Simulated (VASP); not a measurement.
Set up this calculation in VASP 6.6.1, as the native input.

```yaml
Task: single point
Functional: PBEsol
Potentials_or_basis: VASP PAW PBE potentials, release 64 (Na_pv)
Cutoff: 520 eV
k_mesh: 12 × 12 × 12
Occupations: fermi-dirac, width 0.1 eV
Spin: no spin polarisation
Dipole_correction: no
Further_INCAR_settings: ALGO = Normal; EDIFF = 1e-07; NBANDS = 10
```

The structure of Na lies in POSCAR:

```
Na
1.0
    0.0000000000      2.6641446021      2.6641446021
    2.6641446021      0.0000000000      2.6641446021
    2.6641446021      2.6641446021      0.0000000000
Na
1
Direct
    0.0000000000      0.0000000000      0.0000000000
```

This cell differs from its parent crystal: volume scaled by 1.04.

These files were run (other wordings do the same):

INCAR

```
SYSTEM = Na
PREC     = Accurate       ! precision mode
ENCUT    = 520            ! plane-wave cutoff, eV
EDIFF    = 1E-7           ! SCF threshold, eV
ISMEAR   = -1             ! smearing method
SIGMA    = 0.1            ! smearing width, eV
LREAL    = .FALSE.        ! projectors in reciprocal space
LASPH    = .TRUE.         ! aspherical terms in the spheres
NELM     = 60             ! most SCF steps
ALGO     = Normal         ! electronic algorithm
ISIF     = 2              ! what is computed and relaxed
LWAVE    = .FALSE.        ! write WAVECAR
LCHARG   = .FALSE.        ! write CHGCAR
GGA      = PS             ! functional
NBANDS   = 10             ! bands
```

KPOINTS

```
Automatic mesh
0
G
  12 12 12
  0 0 0
```

Potentials or basis: VASP PAW PBE potentials, release 64 (Na_pv).

Run with:

```console
$ cat potpaw_PBE.64/Na_pv/POTCAR > POTCAR
$ mpirun -np 1 vasp_std > vasp.out
```

Results of the run:

```json
{"Pressure": "-0.3 GPa"}
```

Caveat: the PAW data sets were made with another functional, which shifts forces and pressure a little.

It took 14 s on 1 thread of Intel(R) Xeon(R) Platinum 8259CL CPU @ 2.50GHz (Skylake/Cascade Lake) (shared host), peak memory 0.16 GiB.
